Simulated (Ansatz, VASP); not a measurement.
**TiO2: VASP beside Ansatz**

INCAR

```
ALGO     = Normal         # electronic algorithm
EDIFF    = 1E-6           # SCF threshold, eV
ENCUT    = 520            # plane-wave cutoff, eV
GGA      = PS             # functional
ISIF     = 2              # what is computed and relaxed
ISMEAR   = 0              # smearing method
LASPH    = T              # aspherical terms in the spheres
LCHARG   = F              # write CHGCAR
LREAL    = F              # projectors in reciprocal space
LWAVE    = F              # write WAVECAR
NBANDS   = 33             # bands
NELM     = 60             # most SCF steps
PREC     = Accurate       # precision mode
SIGMA    = 0.01           # smearing width, eV
```

Contents of KPOINTS:

```
k-points
0
Gamma
  6 6 8
```

The input POSCAR:

```
TiO2
1.0
    4.6830829121      0.0000000000      0.0000000000
    0.0000000000      4.6830829121      0.0000000000
    0.0000000000      0.0000000000      2.9045559456
Ti O
2 4
Direct
    0.0000000000      0.0000000000      0.0000000000
    0.5000000000      0.5000000000      0.5000000000
    0.3056347319      0.3056347319      0.0000000000
    0.1943652681      0.8056347319      0.5000000000
    0.6943652681      0.6943652681      0.0000000000
    0.8056347319      0.1943652681      0.5000000000
```

Input for Ansatz:

```yaml
crystal:
  lattice:
    - [4.68308291207, 0.0, 0.0]
    - [0.0, 4.68308291207, 0.0]
    - [0.0, 0.0, 2.90455594561]
  atoms:
    - { symbol: Ti, position: [0.0, 0.0, 0.0] }
    - { symbol: Ti, position: [0.5, 0.5, 0.5] }
    - { symbol: O, position: [0.305634731898, 0.305634731898, 0.0] }
    - { symbol: O, position: [0.194365268102, 0.805634731898, 0.5] }
    - { symbol: O, position: [0.694365268102, 0.694365268102, 0.0] }
    - { symbol: O, position: [0.805634731898, 0.194365268102, 0.5] }
kpoints:
  mp_grid: { grid: [6, 6, 8] }
scf:
  occupations: { method: fixed }
  convergence: { dr2_threshold: 1.0e-10 }
hamiltonian:
  xc: pbesol
  pseudopotentials: { kind: all_electron, lapw: { basis_error: 0.0005 } }
output:
  forces: true
  stress: true
  eigenstates:
    kpoints:
      - [0.0, 0.0, 0.0]
      - [0.5, 0.5, 0.0]
      - [0.0, 0.5, 0.5]
      - [0.5, 0.0, 0.5]
      - [0.0, 0.0, -0.5]
      - [-0.5, -0.5, -0.5]
      - [0.0, -0.5, 0.0]
      - [-0.5, 0.0, 0.0]
  eigenvalues: true
```

Change from the starting cell: film at in-plane strain +0.02.

Alike in both runs: task single point; functional PBEsol; k mesh 6 × 6 × 8; no spin polarisation.

|  | VASP | Ansatz |
| --- | --- | --- |
| version | VASP 6.6.1 | Ansatz 0.2.0 |
| potentials or method | VASP PAW PBE potentials, release 64 (Ti_sv, O), cutoff 520 eV | all-electron LAPW, scalar-relativistic |
| occupations | gaussian, width 0.01 eV | fixed |

Ansatz gave:

| Item | Value |
| --- | --- |
| gap on the k mesh at the Fermi level (eV) | 1.91 |
| pressure (GPa) | -4.5 |
| traceless stress, the component that is largest in VASP (GPa) | 4.50 |
| rms of the force components (eV/Å) | 0.001 |

Question: What did VASP give for the same quantities?

Answer: gap on the k mesh at the Fermi level (eV): 1.90; pressure (GPa): -3.9; traceless stress, the component that is largest in VASP (GPa): 4.76; rms of the force components (eV/Å): 0.017.

VASP's potentials were made for PBE, not for PBEsol. Atom by atom the forces differ by 0.018 eV/Å (rms over components). Ansatz ran all-electron here, and VASP with PAW potentials. Ansatz's warnings: metallic iterate.
